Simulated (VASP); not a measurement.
A run of VASP 6.6.1 is set up as follows.

File INCAR:

```
SYSTEM = BN
PREC = Accurate ; ENCUT = 520
EDIFF = 1E-7 ; ISMEAR = 0
SIGMA = 0.01 ; LREAL = .FALSE.
LASPH = .TRUE. ; NELM = 60
ALGO = Normal ; ISIF = 2
LWAVE = .FALSE. ; LCHARG = .FALSE.
GGA = PE ; NBANDS = 11
```

File KPOINTS:

```
regular mesh
0
G
  10 10 10
  0 0 0
```

Contents of POSCAR:

```
BN
1.0
    0.0000000000      1.8075000000      1.8075000000
    1.8075000000      0.0000000000      1.8075000000
    1.8075000000      1.8075000000      0.0000000000
B N
1 1
Direct
    0.0000000000      0.0000000000      0.0000000000
    0.2500000000      0.2500000000      0.2500000000
```

Potentials or basis: VASP PAW PBE potentials, release 64 (B, N).

Run with:

```sh
$ cat potpaw_PBE.64/B/POTCAR potpaw_PBE.64/N/POTCAR > POTCAR
$ mpirun -np 1 vasp_std > vasp.out
```

**Question.** Estimate the pressure.

**Answer.** 3.3 GPa.

**Question.** Predict the band gap on the k mesh.

**Answer.** 4.46 eV, indirect (least direct gap 8.82 eV).

A k mesh can miss the band edges. Expect the measured gap to be larger: semilocal functionals such as PBE lack the derivative discontinuity.
